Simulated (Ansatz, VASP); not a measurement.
Sc in VASP and in Ansatz

File POSCAR:

```
Sc
1.0
    3.3280716152      0.0000000000      0.0000000000
   -1.6640358076      2.8821945644      0.0000000000
    0.0000000000      0.0000000000      5.2121495536
Sc
2
Direct
    0.3333333333      0.6666666667      0.2500000000
    0.6666666667      0.3333333333      0.7500000000
```

File INCAR.step1:

```
PREC = Accurate
ENCUT = 520
ISMEAR = -1
SIGMA = 0.1
LREAL = False
LASPH = True
NELM = 80
NBANDS = 18
GGA = PE
ALGO = Normal
EDIFF = 1E-4
LWAVE = True
LCHARG = False
```

File INCAR.step2:

```
PREC = Accurate
ENCUT = 520
EDIFF = 1E-6
ISMEAR = -1
SIGMA = 0.1
LREAL = False
LASPH = True
NELM = 80
ALGO = Normal
ISIF = 2
LWAVE = False
LCHARG = True
METAGGA = R2SCAN
LMIXTAU = True
LELF = True
LVHAR = True
NBANDS = 18
ISTART = 1
```

The input KPOINTS:

```
regular mesh
0
Gamma
  11 11 6
```

Input for Ansatz:

```yaml
crystal:
  lattice:
    - [3.3280716152, 0.0, 0.0]
    - [-1.6640358076, 2.8821945644, 0.0]
    - [0.0, 0.0, 5.2121495536]
  atoms:
    - { symbol: Sc, position: [0.3333333333, 0.6666666667, 0.25] }
    - { symbol: Sc, position: [0.6666666667, 0.3333333333, 0.75] }
hamiltonian:
  xc: r2scan
  pseudopotentials:
    kind: paw
    azcp:
      Sc: "pseudopotentials/Sc.paw.azcp"
basis:
  ecutwfc: 500
  fft_grid_basis: typed
kpoints:
  mp_grid: { grid: [11, 11, 6], shift: [0, 0, 0] }
magnetization:
  spin_polarized: false
scf:
  occupations: { method: fermi_dirac, width: 0.1 }
  lower_state_search: "off"
output:
  stress: true
  write_density: true
  write_potential: true
  elf: true
  volumetric_format: npy
```

Alike in both runs: task single point; functional r2SCAN; k mesh 11 × 11 × 6; occupations fermi-dirac, width 0.1 eV; no spin polarisation.

```csv
,VASP,Ansatz
version,VASP 6.6.1,Ansatz 0.2.0
potentials or method,"VASP PAW PBE potentials, release 64 (Sc_sv), cutoff 520 eV","plane waves (500 eV) with PAW, scalar-relativistic"
valence electrons in the cell,22,22
```

|  | VASP | Ansatz | Ansatz less VASP |
| --- | --- | --- | --- |
| pressure (GPa) | 0.2 | 0.0 | -0.19 |

VASP's potentials were made for PBE, not for r2SCAN. With one functional, cell and mesh, what is left measures potentials, basis and numerics.
